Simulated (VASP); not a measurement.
# Re (Pm-3n) in VASP: single point with PBEsol

Aim: the single point of Re with PBEsol.

All numbers are computed with VASP 6.6.1; they aren't measurements. Logs are shortened: lines on timing, memory, paths and dates and some standing lists are left out, and cuts for length are marked.

## 1. The cell of the first run

It takes space group Pm-3n (No. 223, cubic). Conventional cell: a = 4.908 Å, b = 4.908 Å, c = 4.908 Å, α = 90.00°, β = 90.00°, γ = 90.00°. Within 3.6 Å of Re (site symmetry m-3) lie 12 Re at 2.74 Å. Within 3.2 Å of Re (site symmetry -4m2) lie 14 Re at 2.45 to 3.01 Å.

## 2. Single point, PBEsol

Contents of INCAR:

```
SYSTEM = Re
  ALGO = Normal
  EDIFF = 1E-6
  ENCUT = 520
  GGA = PS
  ISIF = 2
  ISMEAR = -1
  LASPH = .TRUE.
  LCHARG = .FALSE.
  LREAL = .FALSE.
  LWAVE = .FALSE.
  NBANDS = 38
  NELM = 100
  PREC = Accurate
  SIGMA = 0.1
```

Contents of KPOINTS:

```
k-points
0
G
  7 7 7
  0 0 0
```

Contents of POSCAR:

```
Re
1.0
    4.9083807565      0.0000000000      0.0000000000
    0.0000000000      4.9083807565      0.0000000000
    0.0000000000      0.0000000000      4.9083807565
Re
8
Direct
    0.0000000000      1.0000000000      1.0000000000
    0.5000000000      0.5000000000      0.5000000000
    0.2500000000      1.0000000000      0.5000000000
    0.7500000000      0.0000000000      0.5000000000
    0.5000000000      0.2500000000      1.0000000000
    0.5000000000      0.7500000000      0.0000000000
    1.0000000000      0.5000000000      0.2500000000
    0.0000000000      0.5000000000      0.7500000000
```

Potentials or basis: VASP PAW PBE potentials, release 64 (Re).

Started as:

```
cat potpaw_PBE.64/Re/POTCAR > POTCAR
mpirun -np 1 vasp_std > vasp.out
```

OUTCAR:

```text
SYSTEM = Re
   EDIFF = 1E-6
   ENCUT = 520
   GGA = PS
   ISIF = 2
   ISMEAR = -1
   LASPH = .TRUE.
   LREAL = .FALSE.
   NELM = 100
   PREC = Accurate

 ion  position               nearest neighbor table
   1  0.000  0.000  0.000-   3 2.74   4 2.74   5 2.74   6 2.74   7 2.74   8 2.74   3 2.74   4 2.74
                             7 2.74   8 2.74   5 2.74   6 2.74
   2  0.500  0.500  0.500-   3 2.74   4 2.74   5 2.74   6 2.74   7 2.74   8 2.74   5 2.74   6 2.74
                             3 2.74   4 2.74   7 2.74   8 2.74
   3  0.250  0.000  0.500-   4 2.45   4 2.45   1 2.74   1 2.74   2 2.74   2 2.74   8 3.01   5 3.01
                             5 3.01   6 3.01   6 3.01   7 3.01   8 3.01   7 3.01
   4  0.750  0.000  0.500-   3 2.45   3 2.45   1 2.74   1 2.74   2 2.74   2 2.74   8 3.01   5 3.01
                             5 3.01   6 3.01   6 3.01   7 3.01   8 3.01   7 3.01
   5  0.500  0.250  0.000-   6 2.45   6 2.45   1 2.74   2 2.74   2 2.74   1 2.74   8 3.01   4 3.01
                             3 3.01   4 3.01   3 3.01   7 3.01   7 3.01   8 3.01
   6  0.500  0.750  0.000-   5 2.45   5 2.45   1 2.74   2 2.74   2 2.74   1 2.74   8 3.01   4 3.01
                             3 3.01   4 3.01   3 3.01   7 3.01   7 3.01   8 3.01
   7  0.000  0.500  0.250-   8 2.45   8 2.45   1 2.74   2 2.74   1 2.74   2 2.74   3 3.01   4 3.01
                             5 3.01   3 3.01   4 3.01   6 3.01   5 3.01   6 3.01
   8  0.000  0.500  0.750-   7 2.45   7 2.45   1 2.74   2 2.74   1 2.74   2 2.74   3 3.01   4 3.01
                             5 3.01   3 3.01   4 3.01   6 3.01   5 3.01   6 3.01

  LATTYP: Found a simple cubic cell.
 ALAT       =     4.9083807565

  Lattice vectors:

 A1 = (   4.9083807565,   0.0000000000,   0.0000000000)
 A2 = (   0.0000000000,   4.9083807565,   0.0000000000)
 A3 = (   0.0000000000,   0.0000000000,   4.9083807565)

Analysis of symmetry for initial positions (statically):
=====================================================================
 Subroutine PRICEL returns:
 Original cell was already a primitive cell.

 Routine SETGRP: Setting up the symmetry group for a
 simple cubic supercell.

 Subroutine GETGRP returns: Found 48 space group operations
 (whereof 24 operations were pure point group operations)
 out of a pool of 48 trial point group operations.

The static configuration has the point symmetry T_h .
 The point group associated with its full space group is O_h .

Analysis of symmetry for dynamics (positions and initial velocities):
=====================================================================
 Subroutine PRICEL returns:
 Original cell was already a primitive cell.

 Routine SETGRP: Setting up the symmetry group for a
 simple cubic supercell.

 Subroutine GETGRP returns: Found 48 space group operations
 (whereof 24 operations were pure point group operations)
 out of a pool of 48 trial point group operations.

The dynamic configuration has the point symmetry T_h .
 The point group associated with its full space group is O_h .

 Subroutine INISYM returns: Found 48 space group operations
 (whereof 24 operations are pure point group operations),
 and found     1 'primitive' translations

----------------------------------------------------------------------------------------

                                     Primitive cell

  volume of cell :     118.2537

  direct lattice vectors                    reciprocal lattice vectors
     4.908380756  0.000000000  0.000000000     0.203733176  0.000000000  0.000000000
     0.000000000  4.908380756  0.000000000     0.000000000  0.203733176  0.000000000
     0.000000000  0.000000000  4.908380756     0.000000000  0.000000000  0.203733176

  length of vectors
     4.908380756  4.908380756  4.908380756     0.203733176  0.203733176  0.203733176

  position of ions in fractional coordinates (direct lattice)
     0.000000000  0.000000000  0.000000000
     0.500000000  0.500000000  0.500000000
     0.250000000  0.000000000  0.500000000
     0.750000000  0.000000000  0.500000000
     0.500000000  0.250000000  0.000000000
     0.500000000  0.750000000  0.000000000
     0.000000000  0.500000000  0.250000000
     0.000000000  0.500000000  0.750000000

  ion indices of the primitive-cell ions
   primitive index   ion index
                 1           1
                 2           2
                 3           3
                 4           4
                 5           5
                 6           6
                 7           7
                 8           8

----------------------------------------------------------------------------------------

 KPOINTS: k-points

Automatic generation of k-mesh.
 Grid dimensions read from file:
 generate k-points for:    7    7    7

 Generating k-lattice:

  Cartesian coordinates                     Fractional coordinates (reciprocal lattice)
     0.029104739  0.000000000  0.000000000     0.142857143  0.000000000  0.000000000
     0.000000000  0.029104739  0.000000000     0.000000000  0.142857143  0.000000000
     0.000000000  0.000000000  0.029104739     0.000000000  0.000000000  0.142857143

  Length of vectors
     0.029104739  0.029104739  0.029104739

  Shift w.r.t. Gamma in fractional coordinates (k-lattice)
     0.000000000  0.000000000  0.000000000

 Subroutine IBZKPT returns following result:
 ===========================================

 Found     20 irreducible k-points:

 Following reciprocal coordinates:
            Coordinates               Weight
  0.000000  0.000000  0.000000      1.000000
  0.142857  0.000000  0.000000      6.000000
  0.285714  0.000000  0.000000      6.000000
  0.428571  0.000000  0.000000      6.000000
  0.142857  0.142857  0.000000     12.000000
  0.285714  0.142857  0.000000     24.000000
[... 12 lines left out ...]
  0.428571  0.428571  0.285714     24.000000
  0.428571  0.428571  0.428571      8.000000
   k-points           NKPTS =     20   k-points in BZ     NKDIM =     20   number of bands    NBANDS=     38
   number of dos      NEDOS =    301   number of ions     NIONS =      8
   total plane-waves  NPLWV =  64000
   dimension x,y,z NGX =    40 NGY =   40 NGZ =   40
   dimension x,y,z NGXF=    80 NGYF=   80 NGZF=   80
   ions per type =               8
   NGX,Y,Z   is equivalent  to a cutoff of  13.55, 13.55, 13.55 a.u.
   NGXF,Y,Z  is equivalent  to a cutoff of  27.10, 27.10, 27.10 a.u.
 SYSTEM =  Re
   PREC   = accura    normal or accurate (medium, high low for compatibility)
   ISTART =      0    job   : 0-new  1-cont  2-samecut
   ICHARG =      2    charge: 1-file 2-atom 10-const
   ISPIN  =      1    spin polarized calculation?
   LNONCOLLINEAR =      F non collinear calculations
   LSORBIT =      F    spin-orbit coupling
   LASPH  =      T    aspherical Exc in radial PAW
   ENCUT  =  520.0 eV  38.22 Ry    6.18 a.u.   9.13  9.13  9.13*2*pi/ulx,y,z
   NELM   =    100;   NELMIN=  2; NELMDL= -5     # of ELM steps
   EDIFF  = 0.1E-05   stopping-criterion for ELM
   LREAL  =      F    real-space projection
   EDIFFG = 0.1E-04   stopping-criterion for IOM
   NSW    =      0    number of steps for IOM
   IBRION =     -1    ionic relax: 0-MD 1-quasi-New 2-CG
   NFREE  =      0    steps in history (QN), initial steepest desc. (CG)
   ISIF   =      2    stress and relaxation
   ISYM   =      2    0-nonsym 1-usesym 2-fastsym
   POTIM  = 0.5000    time-step for ionic-motion
   TEBEG  =    0.0;   TEEND  =   0.0 temperature during run
   PSTRESS=    0.0 pullay stress
   NELECT =      56.0000    total number of electrons
   NUPDOWN=      -1.0000    fix difference up-down
   EMIN   =  10.00;   EMAX   =-10.00  energy-range for DOS
   EFERMI =   0.00;   METHOD = LEGACY
   ISMEAR =    -1;   SIGMA  =   0.10  broadening in eV -4-tet -1-fermi 0-gaus
   EFERMI_NEDOS =   21; number of points for ismear=-14 and -15
   IALGO  =     38    algorithm
   IMIX   =      4    mixing-type and parameters
     AMIX     =   0.40;   BMIX     =  1.00
     AMIX_MAG =   1.60;   BMIX_MAG =  1.00
  volume/ion in A,a.u.               =      14.78        99.75
  Fermi-wavevector in a.u.,A,eV,Ry     =   1.276045  2.411375 22.154236  1.628290
  Thomas-Fermi vector in A             =   2.408723
   LORBIT       =      0    0 simple, 1 ext, 2 COOP (PROOUT), +10 PAW based schemes
   GGA     = PS    functional components
   LHFCALC =     F    Hartree Fock is set to
   AEXX    =    0.0000 exact exchange contribution
   IVDW    =     0    specifies the selected vdW correction
   LEPSILON=     F    determine dielectric tensor
   LRPA    =     F    only Hartree local field effects (RPA)
 non-spin polarized calculation
  energy-cutoff  :      520.00
  volume of cell :      118.25
 maximum number of plane-waves:      3196
 NGX is ok and might be reduce to    40
   NGX = 19   NGY = 19   NGZ = 19

 number of electron      56.0000010 magnetization

 Free energy of the ion-electron system (eV)
  ---------------------------------------------------
  ext. energy  EPLUGINS =         0.00000000
  ---------------------------------------------------
  free energy    TOTEN  =      -105.60851899 eV

  energy without entropy =     -105.34584886  energy(sigma->0) =     -105.47718392

 E-fermi :   8.3680     XC(G=0): -13.7806

 val. band max:        8.3478075621   @ k =   0.4286   0.1429   0.0000
 cond. band min:       8.3782377614   @ k =   0.1429   0.1429   0.1429
 fundamental gap:      0.0304301993
 Fermi energy:         8.3679593782

 k-point     1 :       0.0000    0.0000    0.0000
  band No.  band energies     occupation
      1      -2.1834      2.00000
      2       1.1351      2.00000
      3       1.1351      2.00000
      4       2.2674      2.00000
      5       2.5668      2.00000
      6       2.5668      2.00000
[... 30 lines left out ...]
     37      10.9293      0.00000
     38      10.9299      0.00000

 k-point     2 :       0.1429    0.0000    0.0000
  band No.  band energies     occupation
      1      -1.9848      2.00000
      2       1.0516      2.00000
      3       1.3439      2.00000
      4       1.8238      2.00000
      5       2.5858      2.00000
      6       2.5858      2.00000
[... 730 lines left out ...]
 k-point    20 :       0.4286    0.4286    0.4286
  band No.  band energies     occupation
      1       1.6518      2.00000
      2       1.8084      2.00000
      3       1.8084      2.00000
      4       2.1602      2.00000
      5       2.2025      2.00000
      6       2.2025      2.00000
[... 30 lines left out ...]
     37      10.7501      0.00000
     38      10.8230      0.00000

------------------------ aborting loop because EDIFF is reached ----------------------------------------

  FORCE on cell =-STRESS in cart. coord.  units (eV):
  Direction    XX          YY          ZZ          XY          YZ          ZX
  --------------------------------------------------------------------------------------
  -------------------------------------------------------------------------------------
  Total       -0.0888958     -0.0888958     -0.0888958      0.0000000     -0.0000000      0.0000000
  in kB       -1.2044176     -1.2044176     -1.2044176      0.0000000     -0.0000000      0.0000000
  external PRESSURE =      -1.2044176 kB  Pullay stress =       0.0000000 kB

 VOLUME and BASIS-vectors are now :
 -----------------------------------------------------------------------------
  energy-cutoff  :      520.00
  volume of cell :      118.25
      direct lattice vectors                 reciprocal lattice vectors
     4.908380756  0.000000000  0.000000000     0.203733176  0.000000000  0.000000000
     0.000000000  4.908380756  0.000000000     0.000000000  0.203733176  0.000000000
     0.000000000  0.000000000  4.908380756     0.000000000  0.000000000  0.203733176

 POSITION                                       TOTAL-FORCE (eV/Angst)
 -----------------------------------------------------------------------------------
      0.00000      0.00000      0.00000         0.000000      0.000000     -0.000000
      2.45419      2.45419      2.45419         0.000000      0.000000     -0.000000
      1.22710      0.00000      2.45419        -0.000000      0.000000     -0.000000
      3.68129      0.00000      2.45419         0.000000     -0.000000     -0.000000
      2.45419      1.22710      0.00000         0.000000     -0.000000     -0.000000
      2.45419      3.68129      0.00000         0.000000      0.000000      0.000000
      0.00000      2.45419      1.22710        -0.000000      0.000000     -0.000000
      0.00000      2.45419      3.68129        -0.000000     -0.000000      0.000000
 -----------------------------------------------------------------------------------
    total drift:                               -0.000000     -0.000000     -0.000000

  FREE ENERGIE OF THE ION-ELECTRON SYSTEM (eV)
  ---------------------------------------------------
  free  energy   TOTEN  =      -105.6085189907 eV

  energy  without entropy=     -105.3458488559  energy(sigma->0) =     -105.47718392
```

Run time: 2.9 min. Hardware: 1 thread of Intel Xeon Platinum 8259CL at 2.50GHz (Skylake/Cascade Lake), shared host; peak memory 0.26 GiB.

Results:

- Free energy: -105.6085 eV
- Pressure: -0.1 GPa
- Band gap on the k mesh: zero (bands 28 and 29 overlap by 0.36 eV)

Caveat: the PAW data sets were made with another functional, which shifts forces and pressure a little; spin-orbit coupling is left out, which moves the levels of the heavy elements.

The gap in the log of VASP goes by the Fermi energy; the results here count the filled bands.